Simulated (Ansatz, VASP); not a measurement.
**One calculation of CuI, two programs**

File POSCAR:

```
CuI
1.0
    0.0000000000      3.0116090258      3.0116090258
    3.0116090258      0.0000000000      3.0116090258
    3.0116090258      3.0116090258      0.0000000000
Cu I
1 1
Direct
    0.7500000000      0.7500000000      0.7500000000
    0.0000000000      0.0000000000      0.0000000000
```

Contents of INCAR.step1:

```
ALGO = Normal
EDIFF = 1E-4
ENCUT = 520
GGA = PE
ISMEAR = 0
LASPH = True
LCHARG = False
LREAL = False
LWAVE = True
NBANDS = 16
NELM = 80
PREC = Accurate
SIGMA = 0.05
```

Contents of INCAR.step2:

```
ALGO = Normal
EDIFF = 1E-8
ENCUT = 520
ISIF = 2
ISMEAR = 0
ISTART = 1
LASPH = True
LCHARG = False
LEFG = True
LMIXTAU = True
LREAL = False
LWAVE = False
METAGGA = R2SCAN
NBANDS = 16
NELM = 80
PREC = Accurate
SIGMA = 0.05
```

KPOINTS

```
k-points
0
Gamma
  6 6 6
```

Input for Ansatz:

```yaml
crystal:
  lattice:
    - [0.0, 3.0116090258, 3.0116090258]
    - [3.0116090258, 0.0, 3.0116090258]
    - [3.0116090258, 3.0116090258, 0.0]
  atoms:
    - { symbol: Cu, position: [0.75, 0.75, 0.75] }
    - { symbol: I, position: [0.0, 0.0, 0.0] }
basis:
  ecutwfc: 500
  ecutrho_ratio: 4
kpoints:
  mp_grid: { grid: [6, 6, 6] }
hamiltonian:
  xc: r2scan
scf:
  occupations: { method: gaussian, width: 0.05 }
  n_extra_bands: 20
output:
  forces: true
  stress: true
  eigenvalues: true
  optics: { de: 0.05 }
  efg: {}
```

Alike in both runs: task electric field gradients; functional r2SCAN; k mesh 6 × 6 × 6; occupations gaussian, width 0.05 eV; no spin polarisation.

|  | VASP | Ansatz |
| --- | --- | --- |
| version | VASP 6.6.1 | Ansatz 0.2.0 |
| potentials or method | VASP PAW PBE potentials, release 64 (Cu, I), cutoff 520 eV | scalar-relativistic, plane waves, PAW |
| valence electrons in the cell | 18 | 36 |

```csv
,VASP,Ansatz,Ansatz less VASP
gap on the k mesh at the Fermi level (eV),1.67,1.67,-0.005
least direct gap on the mesh (eV),1.67,1.67,-0.005
pressure (GPa),0.0,0.0,+0.03
```

VASP's potentials were made for PBE, not for r2SCAN. VASP's potentials hold 18 valence electrons a cell and Ansatz's 36, so a difference there can come from the potentials and not from the codes.

Neither program's run includes spin-orbit coupling.
